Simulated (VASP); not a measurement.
ReP2:

```
CELL_PARAMETERS angstrom
4.43536 0.00000 0.00000
-2.21768 3.84114 0.00000
0.00000 0.00000 3.66390
ATOMIC_POSITIONS crystal
Re 0.00000 0.00000 0.50000
P 0.33333 0.66667 0.50000
P 0.66667 0.33333 0.50000
```

```yaml
Program: VASP 6.6.1
Task: relaxation of cell and atoms
Functional: PBE
Potentials_or_basis: VASP PAW PBE potentials, release 64 (Re, P)
Cutoff: 600 eV
k_mesh: 6 × 6 × 6
Occupations: gaussian, width 0.1 eV
Spin: no spin polarisation
```

At the start: pressure -17.9 GPa; volume 20.81 Å³/atom.

Question: Where does the relaxation end?

Answer: Over 17 steps the energy falls by 417.4 meV/atom and the volume is 14.42 Å³/atom (-30.7 %); space group P6/mmm (No. 191, to 0.05 Å).

The path:
```
step  energy change (eV)  largest force (eV/Å)  pressure (GPa)  volume (Å³)
   1              0.0000                0.0000          -17.94        62.42
   2              1.8556                0.0000           66.22        43.58
   3             -0.5037                0.0000           -4.00        55.63
   4             -0.5079                0.0000           -2.59        55.17
   5             -0.5082                0.0000           -2.03        55.00
   6             -0.7856                0.0000           -1.21        51.17
   7             -0.9801                0.0000           21.35        39.69
   8             -1.0228                0.0000            8.11        43.17
   9             -1.2040                0.0000           -6.81        45.29
  10             -1.2039                0.0000           -6.04        45.14
  11             -1.0930                0.0000           -0.83        43.63
  12             -1.2243                0.0000           -5.40        44.68
  13             -1.2249                0.0000           -5.56        44.75
  14             -1.2393                0.0000            4.33        42.30
  15             -1.2521                0.0000            0.02        43.27
  16             -1.2521                0.0000            0.14        43.24
  17             -1.2523                0.0000            0.10        43.27
```

Final structure:
```yaml
crystal:
  lattice:
    - [4.38287, 0.00000, 0.00000]
    - [-2.19144, 3.79568, 0.00000]
    - [0.00000, 0.00000, 2.60076]
  atoms:
    - { symbol: Re, position: [0.00000, 0.00000, 0.50000] }
    - { symbol: P, position: [0.33333, 0.66667, 0.50000] }
    - { symbol: P, position: [0.66667, 0.33333, 0.50000] }
```

Caveat: the volume moved by over 15 % at a fixed basis, so the end points are rough.
